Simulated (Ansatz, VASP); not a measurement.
InPd in VASP and in Ansatz

File INCAR:

```
ALGO     = Fast           # electronic algorithm
EDIFF    = 1E-6           # SCF threshold, eV
ENCUT    = 520            # plane-wave cutoff, eV
GGA      = PS             # functional
ISIF     = 2              # what is computed and relaxed
ISMEAR   = 0              # smearing method
LASPH    = T              # aspherical terms in the spheres
LCHARG   = F              # write CHGCAR
LREAL    = F              # projectors in reciprocal space
LWAVE    = F              # write WAVECAR
NBANDS   = 18             # bands
NELM     = 100            # most SCF steps
PREC     = Accurate       # precision mode
SIGMA    = 0.15           # smearing width, eV
```

Contents of KPOINTS:

```
k-points
0
Gamma
  14 14 14
```

File POSCAR:

```
InPd
1.0
    3.2088053983      0.0000000000      0.0000000000
    0.0000000000      3.2088053983      0.0000000000
    0.0000000000      0.0000000000      3.3222750686
In Pd
1 1
Direct
   -0.0198696357      0.0000000000      0.0000000000
    0.5214376229      0.5000000000      0.5000000000
```

Input for Ansatz:

```yaml
crystal:
  lattice:
    - [3.2088053983, 0.0, 0.0]
    - [0.0, 3.2088053983, 0.0]
    - [0.0, 0.0, 3.3222750686]
  atoms:
    - { symbol: In, position: [-0.0198696357, 0.0, 0.0] }
    - { symbol: Pd, position: [0.5214376229, 0.5, 0.5] }
basis:
  ecutwfc: 420
kpoints:
  mp_grid: { grid: [14, 14, 14] }
hamiltonian:
  xc: pbesol
scf:
  occupations: { method: gaussian, width: 0.15 }
output:
  forces: true
  stress: true
  eigenvalues: true
```

Change from the starting cell: mode 4 frozen in at -0.070 Å, strain +e along z and -e/2 along x and y +0.0233.

Alike in both runs: task single point; functional PBEsol; k mesh 14 × 14 × 14; occupations gaussian, width 0.15 eV; no spin polarisation.

|  | VASP | Ansatz |
| --- | --- | --- |
| version | VASP 6.6.1 | Ansatz 0.2.0 |
| potentials or method | VASP PAW PBE potentials, release 64 (In_d, Pd), cutoff 520 eV | scalar-relativistic, plane waves, PAW |
| valence electrons in the cell | 23 | 31 |

```csv
,VASP,Ansatz,Ansatz less VASP
gap on the k mesh at the Fermi level (eV),none,none,-
pressure (GPa),1.1,1.0,-0.04
"traceless stress, the component that is largest in VASP (GPa)",0.53,0.53,-0.002
rms of the force components (eV/Å),0.325,0.319,-0.0052
```

VASP's potentials were made for PBE, not for PBEsol. Atom by atom the forces differ by 0.005 eV/Å (rms over components). A gap of «none» marks a metal or a gap that the smearing closes. VASP's potentials hold 23 valence electrons a cell and Ansatz's 31, so a difference there can come from the potentials and not from the codes.
